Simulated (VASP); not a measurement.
H8CO6, 15 atoms in the cell. The cell holds a disordered packing, 15 atoms: a = 5.893 Å, b = 5.893 Å, c = 5.893 Å, α = 90.00°, β = 90.00°, γ = 90.00°. 

- Program: VASP 6.6.1
- Task: molecular dynamics
- Functional: r2SCAN
- Potentials or basis: VASP PAW PBE potentials, release 64 (O, H, C)
- Cutoff: 520 eV
- k mesh: 1 × 1 × 1
- Occupations: fermi-dirac, width 0.05 eV
- Spin: no spin polarisation
- Dipole correction: no
- Further INCAR settings: LREAL = Auto; ALGO = Normal; EDIFF = 1e-05; NBANDS = 37; ISYM = 0; IBRION = 0; POTIM = 0.75; NSW = 40

Potentials or basis: VASP PAW PBE potentials, release 64 (O, H, C).

Run with:

```sh
$ cat potpaw_PBE.64/O/POTCAR potpaw_PBE.64/H/POTCAR potpaw_PBE.64/C/POTCAR > POTCAR
$ cp INCAR.step1 INCAR
$ mpirun -np 1 vasp_gam > vasp.out
$ cp INCAR.step2 INCAR
$ mpirun -np 1 vasp_gam > vasp.out
```

Hardware: 1 thread of Intel(R) Xeon(R) 6975P-C (Granite Rapids) (shared host).

Q: Estimate the wall time of this run.

A: Wall time 15 min on 1 thread of Intel(R) Xeon(R) 6975P-C (Granite Rapids), with other jobs on the host, peak memory 0.37 GiB. Counts: k points 1, ion steps 40.
